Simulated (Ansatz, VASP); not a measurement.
One calculation of SnSe2, two programs

```xyz
3
Lattice="3.7104 0.0000 0.0000 -1.8552 3.2133 0.0000 0.0000 0.0000 6.3846" Properties=species:S:1:pos:R:3 pbc="T T T"
Sn    0.0000    0.0000    0.0000
Se    0.0000    2.1422    1.6132
Se    1.8552    1.0711    4.7714
```

Change from the starting cell: epitaxial_xy strain -3.0%.

Alike in both runs: task single point; functional r2SCAN; k mesh 12 × 12 × 4; no spin polarisation.

|  | VASP | Ansatz |
| --- | --- | --- |
| version | VASP 6.6.1 | Ansatz 0.2.0 |
| potentials or method | VASP PAW PBE potentials, release 64 (Sn_d, Se) | plane waves, PAW |
| plane-wave cutoff (eV) | 520 | 500 |
| occupations | gaussian, width 0.01 eV | fixed |
| valence electrons in the cell | 26 | 46 |

VASP gave:

| Quantity | Value |
| --- | --- |
| gap on the k mesh at the Fermi level (eV) | 0.80 |
| pressure (GPa) | 4.0 |
| traceless stress, the component that is largest in VASP (GPa) | -3.06 |
| rms of the force components (eV/Å) | 0.008 |

Q: What did Ansatz give for the same quantities?

A: gap on the k mesh at the Fermi level (eV): 0.80; pressure (GPa): 3.9; traceless stress, the component that is largest in VASP (GPa): -3.06; rms of the force components (eV/Å): 0.016.

VASP's potentials were made for PBE, not for r2SCAN. Atom by atom the forces differ by 0.008 eV/Å (rms over components). VASP's potentials hold 26 valence electrons a cell and Ansatz's 46, so a difference there can come from the potentials and not from the codes.
